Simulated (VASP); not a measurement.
Input of a VASP 6.6.1 run:

File INCAR:

```
SYSTEM = BrO2
PREC = Accurate ; ENCUT = 520
EDIFF = 1E-6 ; ISMEAR = -1
SIGMA = 0.06122561905347299 ; LREAL = .False.
LASPH = .True. ; NELM = 60
ALGO = Normal ; ISIF = 2
LWAVE = .False. ; LCHARG = .False.
GGA = PE ; NBANDS = 16
```

The input KPOINTS:

```
regular mesh
0
Gamma
  18 18 18
  0 0 0
```

POSCAR

```
BrO2
1.0
    0.0000000000      2.6093162585      2.6093162585
    2.6093162585      0.0000000000      2.6093162585
    2.6093162585      2.6093162585      0.0000000000
Br O
1 2
Direct
    0.0000000000      0.0000000000      0.0000000000
    0.2500000000      0.2500000000      0.2500000000
    0.7500000000      0.7500000000      0.7500000000
```

Potentials or basis: VASP PAW PBE potentials, release 64 (Br, O).

Run with:

```console
$ cat potpaw_PBE.64/Br/POTCAR potpaw_PBE.64/O/POTCAR > POTCAR
$ mpirun -np 1 vasp_std > vasp.out
```

Question: Estimate the pressure.

Answer: 4.8 GPa.

Caveat: an odd number of electrons without spin polarisation forces a metal; a magnetic or distorted state may lie lower.
